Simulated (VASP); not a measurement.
# Ni (I4/mmm) in VASP: single point with PBEsol

Aim: the single point of Ni with PBEsol.

All numbers are computed with VASP 6.6.1; they aren't measurements. Logs are shortened: lines on timing, memory, paths and dates and some standing lists are left out, and cuts for length are marked.

### Step 1. The cell of the first run

Symmetry: I4/mmm, No. 139, tetragonal system. Conventional cell: a = 2.896 Å, b = 2.896 Å, c = 2.500 Å, α = 90.00°, β = 90.00°, γ = 90.00°. Within 3.2 Å of Ni (site symmetry 4/mmm) lie 14 Ni at 2.40 to 2.90 Å.

### Step 2. Single point, PBEsol, collinear spin, ferromagnetic start

File INCAR:

```
SYSTEM = Ni
PREC = Accurate
ENCUT = 520
EDIFF = 1E-6
ISMEAR = 0
SIGMA = 0.1
LREAL = .FALSE.
LASPH = .TRUE.
NELM = 150
ALGO = Normal
ISIF = 2
LWAVE = .FALSE.
LCHARG = .TRUE.
ISPIN = 2
MAGMOM = 0.75
LORBIT = 11
LMAXMIX = 4
GGA = PS
LELF = .TRUE.
LVHAR = .TRUE.
NBANDS = 15
```

File KPOINTS:

```
regular mesh
0
G
  22 22 22
  0 0 0
```

File POSCAR:

```
Ni
1.0
   -1.4482294954      1.4482294954      1.2500641148
    1.4482294954     -1.4482294954      1.2500641148
    1.4482294954      1.4482294954     -1.2500641148
Ni
1
Direct
    0.0000000000      0.0000000000      0.0000000000
```

Potentials or basis: VASP PAW PBE potentials, release 64 (Ni).

Run with:

```sh
> cat potpaw_PBE.64/Ni/POTCAR > POTCAR
> mpirun -np 1 vasp_std > vasp.out
```

OUTCAR:

```text
SYSTEM = Ni
   PREC = Accurate
   ENCUT = 520
   EDIFF = 1E-6
   ISMEAR = 0
   LREAL = .FALSE.
   LASPH = .TRUE.
   NELM = 150
   ISIF = 2
   ISPIN = 2
   LORBIT = 11
   GGA = PS

 ion  position               nearest neighbor table
   1  0.000  0.000  0.000-

  LATTYP: Found a body centered tetragonal cell.
 ALAT       =     2.8964589908
 C/A-ratio  =     0.8631671422

  Lattice vectors:

 A1 = (  -1.4482294954,   1.4482294954,   1.2500641148)
 A2 = (   1.4482294954,  -1.4482294954,   1.2500641148)
 A3 = (   1.4482294954,   1.4482294954,  -1.2500641148)

Analysis of symmetry for initial positions (statically):
=====================================================================
 Subroutine PRICEL returns:
 Original cell was already a primitive cell.

 Routine SETGRP: Setting up the symmetry group for a
 body centered tetragonal supercell.

 Subroutine GETGRP returns: Found 16 space group operations
 (whereof 16 operations were pure point group operations)
 out of a pool of 16 trial point group operations.

The static configuration has the point symmetry D_4h.

Analysis of symmetry for dynamics (positions and initial velocities):
=====================================================================
 Subroutine PRICEL returns:
 Original cell was already a primitive cell.

 Routine SETGRP: Setting up the symmetry group for a
 body centered tetragonal supercell.

 Subroutine GETGRP returns: Found 16 space group operations
 (whereof 16 operations were pure point group operations)
 out of a pool of 16 trial point group operations.

The dynamic configuration has the point symmetry D_4h.

Analysis of structural, dynamic, and magnetic symmetry:
=====================================================================
 Subroutine PRICEL returns:
 Original cell was already a primitive cell.

 Routine SETGRP: Setting up the symmetry group for a
 body centered tetragonal supercell.

 Subroutine GETGRP returns: Found 16 space group operations
 (whereof 16 operations were pure point group operations)
 out of a pool of 16 trial point group operations.

The overall configuration has the point symmetry D_4h.

 Subroutine INISYM returns: Found 16 space group operations
 (whereof 16 operations are pure point group operations),
 and found     1 'primitive' translations

----------------------------------------------------------------------------------------

                                     Primitive cell

  volume of cell :      10.4874

  direct lattice vectors                    reciprocal lattice vectors
    -1.448229495  1.448229495  1.250064115     0.000000000  0.345249148  0.399979484
     1.448229495 -1.448229495  1.250064115     0.345249148  0.000000000  0.399979484
     1.448229495  1.448229495 -1.250064115     0.345249148  0.345249148  0.000000000

  length of vectors
     2.399457779  2.399457779  2.399457779     0.528375399  0.528375399  0.488256028

  position of ions in fractional coordinates (direct lattice)
     0.000000000  0.000000000  0.000000000

  ion indices of the primitive-cell ions
   primitive index   ion index
                 1           1

----------------------------------------------------------------------------------------

 KPOINTS: regular mesh

Automatic generation of k-mesh.
 Grid dimensions read from file:
 generate k-points for:   22   22   22

 Generating k-lattice:

  Cartesian coordinates                     Fractional coordinates (reciprocal lattice)
     0.000000000  0.015693143  0.018180886     0.045454545  0.000000000  0.000000000
     0.015693143  0.000000000  0.018180886     0.000000000  0.045454545  0.000000000
     0.015693143  0.015693143  0.000000000     0.000000000  0.000000000  0.045454545

  Length of vectors
     0.024017064  0.024017064  0.022193456

  Shift w.r.t. Gamma in fractional coordinates (k-lattice)
     0.000000000  0.000000000  0.000000000

 Subroutine IBZKPT returns following result:
 ===========================================

 Found    834 irreducible k-points:

 Following reciprocal coordinates:
            Coordinates               Weight
  0.000000  0.000000  0.000000      1.000000
  0.045455  0.000000  0.000000      8.000000
  0.090909  0.000000  0.000000      8.000000
  0.136364  0.000000  0.000000      8.000000
  0.181818  0.000000  0.000000      8.000000
  0.227273  0.000000 -0.000000      8.000000
[... 16 lines left out ...]
  0.500000  0.045455 -0.000000     16.000000
 -0.454545  0.045455  0.000000     16.000000
 [... further k-points ...]
   k-points           NKPTS =    834   k-points in BZ     NKDIM =    834   number of bands    NBANDS=     15
   number of dos      NEDOS =    301   number of ions     NIONS =      1
   total plane-waves  NPLWV =   5832
   dimension x,y,z NGX =    18 NGY =   18 NGZ =   18
   dimension x,y,z NGXF=    36 NGYF=   36 NGZF=   36
   ions per type =               1
   NGX,Y,Z   is equivalent  to a cutoff of  12.47, 12.47, 12.47 a.u.
   NGXF,Y,Z  is equivalent  to a cutoff of  24.94, 24.94, 24.94 a.u.
 SYSTEM =  Ni
   PREC   = accura    normal or accurate (medium, high low for compatibility)
   ISTART =      0    job   : 0-new  1-cont  2-samecut
   ICHARG =      2    charge: 1-file 2-atom 10-const
   ISPIN  =      2    spin polarized calculation?
   LNONCOLLINEAR =      F non collinear calculations
   LSORBIT =      F    spin-orbit coupling
   LASPH  =      T    aspherical Exc in radial PAW
   ENCUT  =  520.0 eV  38.22 Ry    6.18 a.u.   4.46  4.46  4.46*2*pi/ulx,y,z
   NELM   =    150;   NELMIN=  2; NELMDL= -5     # of ELM steps
   EDIFF  = 0.1E-05   stopping-criterion for ELM
   LREAL  =      F    real-space projection
   EDIFFG = 0.1E-04   stopping-criterion for IOM
   NSW    =      0    number of steps for IOM
   IBRION =     -1    ionic relax: 0-MD 1-quasi-New 2-CG
   NFREE  =      0    steps in history (QN), initial steepest desc. (CG)
   ISIF   =      2    stress and relaxation
   ISYM   =      2    0-nonsym 1-usesym 2-fastsym
   POTIM  = 0.5000    time-step for ionic-motion
   TEBEG  =    0.0;   TEEND  =   0.0 temperature during run
   PSTRESS=    0.0 pullay stress
   NELECT =      10.0000    total number of electrons
   NUPDOWN=      -1.0000    fix difference up-down
   EMIN   =  10.00;   EMAX   =-10.00  energy-range for DOS
   EFERMI =   0.00;   METHOD = LEGACY
   ISMEAR =     0;   SIGMA  =   0.10  broadening in eV -4-tet -1-fermi 0-gaus
   EFERMI_NEDOS =   21; number of points for ismear=-14 and -15
   IALGO  =     38    algorithm
   IMIX   =      4    mixing-type and parameters
     AMIX     =   0.40;   BMIX     =  1.00
     AMIX_MAG =   1.60;   BMIX_MAG =  1.00
  volume/ion in A,a.u.               =      10.49        70.77
  Fermi-wavevector in a.u.,A,eV,Ry     =   1.611335  3.044981 35.326169  2.596400
  Thomas-Fermi vector in A             =   2.706742
   LORBIT       =     11    0 simple, 1 ext, 2 COOP (PROOUT), +10 PAW based schemes
   GGA     = PS    functional components
   LHFCALC =     F    Hartree Fock is set to
   AEXX    =    0.0000 exact exchange contribution
   IVDW    =     0    specifies the selected vdW correction
   LEPSILON=     F    determine dielectric tensor
   LRPA    =     F    only Hartree local field effects (RPA)
 spin polarized calculation
 Gauss-broadening in eV      SIGMA  =   0.10
  energy-cutoff  :      520.00
  volume of cell :       10.49
 maximum number of plane-waves:       296
 NGX is ok and might be reduce to    18
   NGX =  9   NGY =  9   NGZ =  9

 number of electron      10.0000001 magnetization       0.5709014

 Free energy of the ion-electron system (eV)
  ---------------------------------------------------
  ext. energy  EPLUGINS =         0.00000000
  ---------------------------------------------------
  free energy    TOTEN  =        -6.05504627 eV

  energy without entropy =       -6.04872983  energy(sigma->0) =       -6.05188805

 E-fermi :   9.6183     XC(G=0): -13.6474

 val. band max:        9.6179907920   @ k =  -0.2273   0.3636   0.1364
 cond. band min:       9.6201300100   @ k =  -0.4545   0.0909   0.0000
 fundamental gap:      0.0021392180
 Fermi energy:         9.6183382770

 spin component 1

 k-point     1 :       0.0000    0.0000    0.0000
  band No.  band energies     occupation
      1       0.4024      1.00000
      2       6.7107      1.00000
      3       7.5371      1.00000
      4       7.5371      1.00000
      5       7.9097      1.00000
      6       9.0879      1.00000
      7      34.6067      0.00000
      8      34.6067      0.00000
      9      39.3380      0.00000
     10      39.9397      0.00000
     11      40.1105      0.00000
     12      42.4476      0.00000
     13      42.4476      0.00000
     14      43.4246      0.00000
     15      45.6840      0.00000

 k-point     2 :       0.0455    0.0000    0.0000
  band No.  band energies     occupation
      1       0.4962      1.00000
      2       6.7272      1.00000
      3       7.5268      1.00000
      4       7.5354      1.00000
      5       7.9224      1.00000
      6       9.0680      1.00000
      7      34.3675      0.00000
      8      34.4460      0.00000
      9      38.4476      0.00000
     10      39.8571      0.00000
     11      40.1736      0.00000
     12      41.5298      0.00000
     13      42.0658      0.00000
     14      44.2223      0.00000
     15      45.8444      0.00000
[... 365 lines left out ...]
      3       8.5864      1.00000
      4       8.9578      1.00000
      5       9.3036      1.00000
      6      10.5479      0.00000
      7      17.2585      0.00000
      8      27.4053      0.00000
      9      28.5465      0.00000
     10      33.3819      0.00000
     11      37.0764      0.00000
     12      45.0328      0.00000
     13      50.7832      0.00000
     14      55.3174      0.00000
     15      57.1800      0.00000

 k-point    24 :      -0.4545    0.0455    0.0000
  band No.  band energies     occupation
      1       4.7662      1.00000
      2       6.0128      1.00000
      3       8.5830      1.00000
      4       8.7800      1.00000
      5       9.1292      1.00000
      6       9.9514      0.00000
      7      18.4428      0.00000
      8      27.5035      0.00000
      9      28.8394      0.00000
     10      33.5272      0.00000
     11      37.2124      0.00000
     12      45.4758      0.00000
     13      49.9887      0.00000
     14      54.6413      0.00000
     15      56.7235      0.00000

 [... further k-points ...]

 spin component 2

 k-point     1 :       0.0000    0.0000    0.0000
  band No.  band energies     occupation
      1       0.3997      1.00000
      2       7.4078      1.00000
      3       8.1676      1.00000
      4       8.1676      1.00000
      5       8.5668      1.00000
      6       9.5466      0.84491
      7      34.5465      0.00000
      8      34.5465      0.00000
      9      39.2578      0.00000
     10      40.1266      0.00000
     11      40.1434      0.00000
     12      42.5589      0.00000
     13      42.5589      0.00000
     14      43.3425      0.00000
     15      45.8099      0.00000

 k-point     2 :       0.0455    0.0000    0.0000
  band No.  band energies     occupation
      1       0.4936      1.00000
      2       7.4243      1.00000
      3       8.1560      1.00000
      4       8.1654      1.00000
      5       8.5798      1.00000
      6       9.5259      0.90442
      7      34.3173      0.00000
      8      34.4050      0.00000
      9      38.3835      0.00000
     10      40.0103      0.00000
     11      40.1989      0.00000
     12      41.6282      0.00000
     13      42.2024      0.00000
     14      44.1981      0.00000
     15      45.9961      0.00000
[... 365 lines left out ...]
      3       9.0644      1.00000
      4       9.5203      0.91722
      5       9.9629      0.00000
      6      10.8164      0.00000
      7      17.5657      0.00000
      8      27.4239      0.00000
      9      28.6093      0.00000
     10      33.5173      0.00000
     11      37.1787      0.00000
     12      45.0631      0.00000
     13      50.8539      0.00000
     14      56.1789      0.00000
     15      57.7280      0.00000

 k-point    24 :      -0.4545    0.0455    0.0000
  band No.  band energies     occupation
      1       5.0924      1.00000
      2       6.6017      1.00000
      3       9.0455      1.00000
      4       9.1985      1.00000
      5       9.7915      0.00716
      6      10.4449      0.00000
      7      18.7004      0.00000
      8      27.5343      0.00000
      9      28.9014      0.00000
     10      33.6568      0.00000
     11      37.3115      0.00000
     12      45.5083      0.00000
     13      50.0132      0.00000
     14      55.3297      0.00000
     15      57.1196      0.00000

 [... further k-points ...]

------------------------ aborting loop because EDIFF is reached ----------------------------------------

  FORCE on cell =-STRESS in cart. coord.  units (eV):
  Direction    XX          YY          ZZ          XY          YZ          ZX
  --------------------------------------------------------------------------------------
  -------------------------------------------------------------------------------------
  Total       -0.0173617     -0.0173617      0.0070763      0.0000000     -0.0000000      0.0000000
  in kB       -2.6523867     -2.6523867      1.0810529      0.0000000     -0.0000000      0.0000000
  external PRESSURE =      -1.4079068 kB  Pullay stress =       0.0000000 kB

 VOLUME and BASIS-vectors are now :
 -----------------------------------------------------------------------------
  energy-cutoff  :      520.00
  volume of cell :       10.49
      direct lattice vectors                 reciprocal lattice vectors
    -1.448229495  1.448229495  1.250064115     0.000000000  0.345249148  0.399979484
     1.448229495 -1.448229495  1.250064115     0.345249148  0.000000000  0.399979484
     1.448229495  1.448229495 -1.250064115     0.345249148  0.345249148  0.000000000

 POSITION                                       TOTAL-FORCE (eV/Angst)
 -----------------------------------------------------------------------------------
      0.00000      0.00000      0.00000         0.000000      0.000000     -0.000000
 -----------------------------------------------------------------------------------
    total drift:                                0.000000      0.000000      0.000000

  FREE ENERGIE OF THE ION-ELECTRON SYSTEM (eV)
  ---------------------------------------------------
  free  energy   TOTEN  =        -6.0550462692 eV

  energy  without entropy=       -6.0487298317  energy(sigma->0) =       -6.05188805

 total charge

# of ion       s       p       d       tot
------------------------------------------
    1        0.516   0.531   8.345   9.392

 magnetization (x)

# of ion       s       p       d       tot
------------------------------------------
    1       -0.006  -0.020   0.602   0.576
```

It took 4.6 min on 1 thread of Intel Xeon Platinum 8375C at 2.90GHz (Ice Lake), shared host; peak memory 0.29 GiB.

What came out:

```
Free energy                                           : -6.0550 eV
Pressure                                              : -0.1 GPa
Net moment                                            : 0.57 μB per cell
Site moments                                          : Ni +0.58 μB
Valence electrons inside the program's atomic spheres : Ni 9.39
```

Stress tensor (GPa, compression positive):
```
-0.27  0.00  0.00
 0.00 -0.27  0.00
 0.00  0.00  0.11
```

Caveat: the PAW data sets were made with another functional, which shifts forces and pressure a little.
